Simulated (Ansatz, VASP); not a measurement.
One calculation of Re, two programs

The input INCAR:

```
ALGO = Normal ; EDIFF = 1E-6
EDIFFG = -0.01 ; ENCUT = 600
GGA = PS ; IBRION = 2
ISIF = 3 ; ISMEAR = -1
LASPH = True ; LCHARG = False
LREAL = False ; LWAVE = False
NELM = 80 ; NSW = 80
PREC = Accurate ; SIGMA = 0.1
```

The input KPOINTS:

```
k-points
0
Gamma
  13 13 4
```

File POSCAR:

```
Re
1.0
    2.7505166939      0.0000000000      0.0000000000
   -1.3752583469      2.3820173304      0.0000000000
    0.0000000000      0.0000000000      8.9831875222
Re
4
Direct
    0.0000000000      0.0000000000      0.0000000000
    0.0000000000      0.0000000000      0.5000000000
    0.3333333333      0.6666666667      0.2500000000
    0.6666666667      0.3333333333      0.7500000000
```

Input for Ansatz:

```yaml
crystal:
  lattice:
    - [2.7505166939, 0.0, 0.0]
    - [-1.3752583469, 2.3820173304, 0.0]
    - [0.0, 0.0, 8.9831875222]
  atoms:
    - { symbol: Re, position: [0.0, 0.0, 0.0] }
    - { symbol: Re, position: [0.0, 0.0, 0.5] }
    - { symbol: Re, position: [0.3333333333, 0.6666666667, 0.25] }
    - { symbol: Re, position: [0.6666666667, 0.3333333333, 0.75] }
hamiltonian:
  xc: pbesol
  pseudopotentials:
    kind: paw
    azcp:
      Re: "pseudopotentials/Re.paw.azcp"
basis:
  ecutwfc: 420
  fft_grid_basis: typed
kpoints:
  mp_grid: { grid: [13, 13, 4], shift: [0, 0, 0] }
magnetization:
  spin_polarized: false
scf:
  occupations: { method: fermi_dirac, width: 0.1 }
relax:
  max_steps: 60
  f_tol: 0.01
  cell: {}
```

Alike in both runs: task relaxation of cell and atoms; functional PBEsol; k mesh 13 × 13 × 4; occupations fermi-dirac, width 0.1 eV; no spin polarisation.

|  | VASP | Ansatz |
| --- | --- | --- |
| version | VASP 6.6.1 | Ansatz 0.2.0 |
| potentials or method | VASP PAW PBE potentials, release 64 (Re), cutoff 600 eV | plane waves (420 eV) with PAW, scalar-relativistic |
| valence electrons in the cell | 28 | 60 |

Ansatz gave:

| Item | Value |
| --- | --- |
| relaxed volume (Å³/atom) | 14.55 |
| relaxed length of the cell vector where the two differ most in proportion (Å) | 2.753 |

Q: Estimate VASP's values.

A: Relaxed volume (Å³/atom): 14.56; relaxed length of the cell vector where the two differ most in proportion (Å): 2.753.

VASP's potentials were made for PBE, not for PBEsol, and Ansatz warns of the same on its side. VASP's potentials hold 28 valence electrons a cell and Ansatz's 60, so a difference there can come from the potentials and not from the codes.

Spin-orbit coupling is off throughout. Noted on VASP's run: too few bands were computed for a metal, which touches its energy and stress.
